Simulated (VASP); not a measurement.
Write the native input for VASP 6.6.1 that does the following.

| Quantity | Value |
| --- | --- |
| Task | single point |
| Functional | PBEsol |
| Potentials or basis | VASP PAW PBE potentials, release 64 (Ga_d, N) |
| Cutoff | 520 eV |
| k mesh | 10 × 10 × 3 |
| Occupations | fermi-dirac, width 0.05 eV |
| Spin | no spin polarisation |
| Dipole correction | no |
| Further INCAR settings | ALGO = Normal; EDIFF = 1e-06; NBANDS = 46 |

The structure of GaN lies in POSCAR:

```
GaN
1.0
    3.1681333064      0.0000000000      0.0000000000
   -1.5840666532      2.7436839260      0.0000000000
    0.0000000000      0.0000000000     10.2168655440
Ga N
4 4
Direct
    0.0000000000      0.0000000000      0.7858680000
    0.6666666667      0.3333333333      0.0373490000
    0.3333333333      0.6666666667      0.5373490000
    0.0000000000      0.0000000000      0.2858680000
    0.0000000000      0.0000000000      0.0930380000
    0.6666666667      0.3333333333      0.3437450000
    0.0000000000      0.0000000000      0.5930380000
    0.3333333333      0.6666666667      0.8437450000
```

These files were run (other wordings do the same):

INCAR

```
PREC     = Accurate       # precision mode
ENCUT    = 520            # plane-wave cutoff, eV
EDIFF    = 1E-6           # SCF threshold, eV
ISMEAR   = -1             # smearing method
SIGMA    = 0.05           # smearing width, eV
LREAL    = F              # projectors in reciprocal space
LASPH    = T              # aspherical terms in the spheres
NELM     = 100            # most SCF steps
ALGO     = Normal         # electronic algorithm
ISIF     = 2              # what is computed and relaxed
LWAVE    = F              # write WAVECAR
LCHARG   = F              # write CHGCAR
GGA      = PS             # functional
NBANDS   = 46             # bands
```

KPOINTS

```
Automatic mesh
0
Gamma
  10 10 3
```

Potentials or basis: VASP PAW PBE potentials, release 64 (Ga_d, N).

Launch:

```bash
$ cat potpaw_PBE.64/Ga_d/POTCAR potpaw_PBE.64/N/POTCAR > POTCAR
$ mpirun -np 1 vasp_std > vasp.out
```

It gave:

The pressure is 0.8 GPa, the largest force is 0.495 eV/Å and the band gap on the k mesh is 1.09 eV.

Caveat: the PAW data sets were made with another functional, which shifts forces and pressure a little.

Run time: 96 s on 1 thread of AMD EPYC 9R45 96-Core Processor (Zen 5), on a shared host, peak memory 0.21 GiB.
